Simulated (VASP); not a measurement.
# BaTe (F-43m) in VASP: density of states with PBE

Aim: the density of states of BaTe with PBE.

Everything below comes from runs of VASP 6.6.1. Logs are shortened: lines on timing, memory, paths and dates and some standing lists are left out, and cuts for length are marked.

### Step 1. The cell of the first run

The structure is cubic, space group F-43m (No. 216). The conventional cell has a = 7.829 Å, b = 7.829 Å, c = 7.829 Å, α = 90.00°, β = 90.00°, γ = 90.00°. Within 4.5 Å of Ba (site symmetry -43m) lie 4 Te at 3.39 Å. Te (site symmetry -43m) has 4 Ba at 3.39 Å within 4.5 Å.

### Step 2. Density of states, PBE

Input file POSCAR:

```
BaTe
1.0
    0.0000000000      3.9144414212      3.9144414212
    3.9144414212      0.0000000000      3.9144414212
    3.9144414212      3.9144414212      0.0000000000
Ba Te
1 1
Direct
    0.0000000000      0.0000000000      0.0000000000
    0.2500000000      0.2500000000      0.2500000000
```

Input file INCAR.step1:

```
ALGO = Normal
EDIFF = 1E-6
ENCUT = 520
GGA = PE
ISIF = 2
ISMEAR = 0
LASPH = True
LCHARG = True
LREAL = False
LWAVE = False
NBANDS = 15
NELM = 80
PREC = Accurate
SIGMA = 0.05
```

Input file KPOINTS.step1:

```
k-points
0
Gamma
  8 8 8
```

Input file INCAR.step2:

```
ALGO = Normal
EDIFF = 1E-6
ENCUT = 520
GGA = PE
ICHARG = 11
ISIF = 2
ISMEAR = -5
LASPH = True
LCHARG = False
LORBIT = 11
LREAL = False
LWAVE = False
NBANDS = 15
NEDOS = 2001
NELM = 80
PREC = Accurate
SIGMA = 0.05
```

Input file KPOINTS.step2:

```
k-points
0
Gamma
  12 12 12
```

Potentials or basis: VASP PAW PBE potentials, release 64 (Ba_sv, Te).

Run with:

```bash
> cat potpaw_PBE.64/Ba_sv/POTCAR potpaw_PBE.64/Te/POTCAR > POTCAR
> cp INCAR.step1 INCAR
> cp KPOINTS.step1 KPOINTS
> mpirun -np 1 vasp_std > vasp.out
> cp INCAR.step2 INCAR
> cp KPOINTS.step2 KPOINTS
> mpirun -np 1 vasp_std > vasp.out
```

OUTCAR:

```text
EDIFF = 1E-6
   ENCUT = 520
   GGA = PE
   ICHARG = 11
   ISIF = 2
   ISMEAR = -5
   LASPH = True
   LORBIT = 11
   LREAL = False
   NELM = 80
   PREC = Accurate

 ion  position               nearest neighbor table
   1  0.000  0.000  0.000-   2 3.39   2 3.39   2 3.39   2 3.39
   2  0.250  0.250  0.250-   1 3.39   1 3.39   1 3.39   1 3.39

  LATTYP: Found a face centered cubic cell.
 ALAT       =     7.8288828424

  Lattice vectors:

 A1 = (   0.0000000000,   3.9144414212,   3.9144414212)
 A2 = (   3.9144414212,   0.0000000000,   3.9144414212)
 A3 = (   3.9144414212,   3.9144414212,   0.0000000000)

Analysis of symmetry for initial positions (statically):
=====================================================================
 Subroutine PRICEL returns:
 Original cell was already a primitive cell.

 Routine SETGRP: Setting up the symmetry group for a
 face centered cubic supercell.

 Subroutine GETGRP returns: Found 24 space group operations
 (whereof 24 operations were pure point group operations)
 out of a pool of 48 trial point group operations.

The static configuration has the point symmetry T_d .

Analysis of symmetry for dynamics (positions and initial velocities):
=====================================================================
 Subroutine PRICEL returns:
 Original cell was already a primitive cell.

 Routine SETGRP: Setting up the symmetry group for a
 face centered cubic supercell.

 Subroutine GETGRP returns: Found 24 space group operations
 (whereof 24 operations were pure point group operations)
 out of a pool of 48 trial point group operations.

The dynamic configuration has the point symmetry T_d .

 Subroutine INISYM returns: Found 24 space group operations
 (whereof 24 operations are pure point group operations),
 and found     1 'primitive' translations

----------------------------------------------------------------------------------------

                                     Primitive cell

  volume of cell :     119.9608

  direct lattice vectors                    reciprocal lattice vectors
     0.000000000  3.914441421  3.914441421    -0.127732145  0.127732145  0.127732145
     3.914441421  0.000000000  3.914441421     0.127732145 -0.127732145  0.127732145
     3.914441421  3.914441421  0.000000000     0.127732145  0.127732145 -0.127732145

  length of vectors
     5.535856147  5.535856147  5.535856147     0.221238565  0.221238565  0.221238565

  position of ions in fractional coordinates (direct lattice)
     0.000000000  0.000000000  0.000000000
     0.250000000  0.250000000  0.250000000

  ion indices of the primitive-cell ions
   primitive index   ion index
                 1           1
                 2           2

----------------------------------------------------------------------------------------

 KPOINTS: k-points

Automatic generation of k-mesh.
 Grid dimensions read from file:
 generate k-points for:   12   12   12

 Generating k-lattice:

  Cartesian coordinates                     Fractional coordinates (reciprocal lattice)
    -0.010644345  0.010644345  0.010644345     0.083333333  0.000000000  0.000000000
     0.010644345 -0.010644345  0.010644345     0.000000000  0.083333333  0.000000000
     0.010644345  0.010644345 -0.010644345     0.000000000  0.000000000  0.083333333

  Length of vectors
     0.018436547  0.018436547  0.018436547

  Shift w.r.t. Gamma in fractional coordinates (k-lattice)
     0.000000000  0.000000000  0.000000000

 TETIRR: Found    247 inequivalent tetrahedra from    10368

 Subroutine IBZKPT returns following result:
 ===========================================

 Found     72 irreducible k-points:

 Following reciprocal coordinates:
            Coordinates               Weight
  0.000000  0.000000  0.000000      1.000000
  0.083333  0.000000  0.000000      8.000000
  0.166667  0.000000  0.000000      8.000000
  0.250000  0.000000  0.000000      8.000000
  0.333333  0.000000  0.000000      8.000000
  0.416667  0.000000  0.000000      8.000000
[... 16 lines left out ...]
  0.500000  0.166667  0.000000     24.000000
 -0.416667  0.166667  0.000000     24.000000
 [... further k-points ...]
   k-points           NKPTS =     72   k-points in BZ     NKDIM =     72   number of bands    NBANDS=     15
   number of dos      NEDOS =   2001   number of ions     NIONS =      2
   total plane-waves  NPLWV =  74088
   dimension x,y,z NGX =    42 NGY =   42 NGZ =   42
   dimension x,y,z NGXF=    84 NGYF=   84 NGZF=   84
   ions per type =               1   1
   NGX,Y,Z   is equivalent  to a cutoff of  12.61, 12.61, 12.61 a.u.
   NGXF,Y,Z  is equivalent  to a cutoff of  25.23, 25.23, 25.23 a.u.
 SYSTEM =  unknown system
   PREC   = accura    normal or accurate (medium, high low for compatibility)
   ISTART =      0    job   : 0-new  1-cont  2-samecut
   ICHARG =     11    charge: 1-file 2-atom 10-const
   ISPIN  =      1    spin polarized calculation?
   LNONCOLLINEAR =      F non collinear calculations
   LSORBIT =      F    spin-orbit coupling
   LASPH  =      T    aspherical Exc in radial PAW
   ENCUT  =  520.0 eV  38.22 Ry    6.18 a.u.  10.29 10.29 10.29*2*pi/ulx,y,z
   NELM   =     80;   NELMIN=  2; NELMDL=  0     # of ELM steps
   EDIFF  = 0.1E-05   stopping-criterion for ELM
   LREAL  =      F    real-space projection
   EDIFFG = 0.1E-04   stopping-criterion for IOM
   NSW    =      0    number of steps for IOM
   IBRION =     -1    ionic relax: 0-MD 1-quasi-New 2-CG
   NFREE  =      0    steps in history (QN), initial steepest desc. (CG)
   ISIF   =      2    stress and relaxation
   ISYM   =      2    0-nonsym 1-usesym 2-fastsym
   POTIM  = 0.5000    time-step for ionic-motion
   TEBEG  =    0.0;   TEEND  =   0.0 temperature during run
   PSTRESS=    0.0 pullay stress
   NELECT =      16.0000    total number of electrons
   NUPDOWN=      -1.0000    fix difference up-down
   EMIN   =  10.00;   EMAX   =-10.00  energy-range for DOS
   EFERMI =   0.00;   METHOD = LEGACY
   ISMEAR =    -5;   SIGMA  =   0.05  broadening in eV -4-tet -1-fermi 0-gaus
   EFERMI_NEDOS =   21; number of points for ismear=-14 and -15
   IALGO  =     38    algorithm
   IMIX   =      4    mixing-type and parameters
     AMIX     =   0.40;   BMIX     =  1.00
     AMIX_MAG =   1.60;   BMIX_MAG =  1.00
  volume/ion in A,a.u.               =      59.98       404.77
  Fermi-wavevector in a.u.,A,eV,Ry     =   0.836440  1.580643  9.519080  0.699633
  Thomas-Fermi vector in A             =   1.950165
   LORBIT       =     11    0 simple, 1 ext, 2 COOP (PROOUT), +10 PAW based schemes
   GGA     = PE    functional components
   LHFCALC =     F    Hartree Fock is set to
   AEXX    =    0.0000 exact exchange contribution
   IVDW    =     0    specifies the selected vdW correction
   LEPSILON=     F    determine dielectric tensor
   LRPA    =     F    only Hartree local field effects (RPA)
 non-spin polarized calculation
 Fermi weights with tetrahedron method with Bloechl corrections
  energy-cutoff  :      520.00
  volume of cell :      119.96
 maximum number of plane-waves:      3250
 NGX is ok and might be reduce to    42

 number of electron      16.0000000 magnetization

 Free energy of the ion-electron system (eV)
  ---------------------------------------------------
  ext. energy  EPLUGINS =         0.00000000
  ---------------------------------------------------
  free energy    TOTEN  =        -8.09068257 eV

  energy without entropy =       -8.09068257  energy(sigma->0) =       -8.09068257

 E-fermi :   0.0287     XC(G=0):  -6.6867

 val. band max:        0.0284340801   @ k =  -0.2500   0.5000   0.2500
 cond. band min:       2.6050026924   @ k =   0.0000   0.0000   0.0000
 fundamental gap:      2.5765686123
 Fermi energy:         0.0286903181

 k-point     1 :       0.0000    0.0000    0.0000
  band No.  band energies     occupation
      1     -26.8696      2.00000
      2     -12.0581      2.00000
      3     -12.0581      2.00000
      4     -12.0581      2.00000
      5      -8.6994      2.00000
      6      -0.4076      2.00000
      7      -0.4076      2.00000
      8      -0.4076      2.00000
      9       2.6050      0.00000
     10       4.1513      0.00000
     11       4.1513      0.00000
     12       6.1039      0.00000
     13       6.1039      0.00000
     14       6.1039      0.00000
     15       7.9243      0.00000

 k-point     2 :       0.0833    0.0000    0.0000
  band No.  band energies     occupation
      1     -26.8694      2.00000
      2     -12.0701      2.00000
      3     -12.0591      2.00000
      4     -12.0591      2.00000
      5      -8.6805      2.00000
      6      -0.4495      2.00000
      7      -0.3943      2.00000
      8      -0.3943      2.00000
      9       2.7523      0.00000
     10       4.1098      0.00000
     11       4.1098      0.00000
     12       6.0163      0.00000
     13       6.1915      0.00000
     14       6.1915      0.00000
     15       7.5443      0.00000
[... 365 lines left out ...]
      3     -12.0873      2.00000
      4     -12.0773      2.00000
      5      -8.4100      2.00000
      6      -0.6467      2.00000
      7      -0.2812      2.00000
      8      -0.1649      2.00000
      9       3.5250      0.00000
     10       4.0848      0.00000
     11       4.4193      0.00000
     12       5.1618      0.00000
     13       5.3074      0.00000
     14       5.7941      0.00000
     15       7.3788      0.00000

 k-point    24 :      -0.4167    0.1667    0.0000
  band No.  band energies     occupation
      1     -26.8660      2.00000
      2     -12.2227      2.00000
      3     -12.0900      2.00000
      4     -12.0756      2.00000
      5      -8.4060      2.00000
      6      -0.6077      2.00000
      7      -0.3088      2.00000
      8      -0.1752      2.00000
      9       3.5625      0.00000
     10       4.1615      0.00000
     11       4.2211      0.00000
     12       5.1719      0.00000
     13       5.5694      0.00000
     14       5.5717      0.00000
     15       7.4350      0.00000

 [... further k-points ...]

------------------------ aborting loop because EDIFF is reached ----------------------------------------

  FORCE on cell =-STRESS in cart. coord.  units (eV):
  Direction    XX          YY          ZZ          XY          YZ          ZX
  --------------------------------------------------------------------------------------
  -------------------------------------------------------------------------------------
  Total        0.1545874      0.1545874      0.1545874     -0.0000000      0.0000000      0.0000000
  in kB        2.0646441      2.0646441      2.0646441     -0.0000000      0.0000000      0.0000000
  external PRESSURE =       2.0646441 kB  Pullay stress =       0.0000000 kB

 VOLUME and BASIS-vectors are now :
 -----------------------------------------------------------------------------
  energy-cutoff  :      520.00
  volume of cell :      119.96
      direct lattice vectors                 reciprocal lattice vectors
     0.000000000  3.914441421  3.914441421    -0.127732145  0.127732145  0.127732145
     3.914441421  0.000000000  3.914441421     0.127732145 -0.127732145  0.127732145
     3.914441421  3.914441421  0.000000000     0.127732145  0.127732145 -0.127732145

 POSITION                                       TOTAL-FORCE (eV/Angst)
 -----------------------------------------------------------------------------------
      0.00000      0.00000      0.00000        -0.000000     -0.000000     -0.000000
      1.95722      1.95722      1.95722         0.000000      0.000000      0.000000
 -----------------------------------------------------------------------------------
    total drift:                               -0.000000     -0.000000     -0.000000

  FREE ENERGIE OF THE ION-ELECTRON SYSTEM (eV)
  ---------------------------------------------------
  free  energy   TOTEN  =        -8.0906825727 eV

  energy  without entropy=       -8.0906825727  energy(sigma->0) =       -8.09068257

 total charge

# of ion       s       p       d       tot
------------------------------------------
    1        2.016   5.597   0.274   7.886
    2        1.340   2.125   0.002   3.468
--------------------------------------------------
tot          3.356   7.722   0.276  11.354
```

Run time: 81 s. Hardware: 1 thread of Intel Xeon Platinum 8488C (Sapphire Rapids), shared host; peak memory 0.33 GiB.

Results:

| Quantity | Value |
| --- | --- |
| Valence electrons inside the program's atomic spheres | Ba 7.89; Te 3.47 |

Caveat: spin-orbit coupling is left out, which moves the levels of the heavy elements.
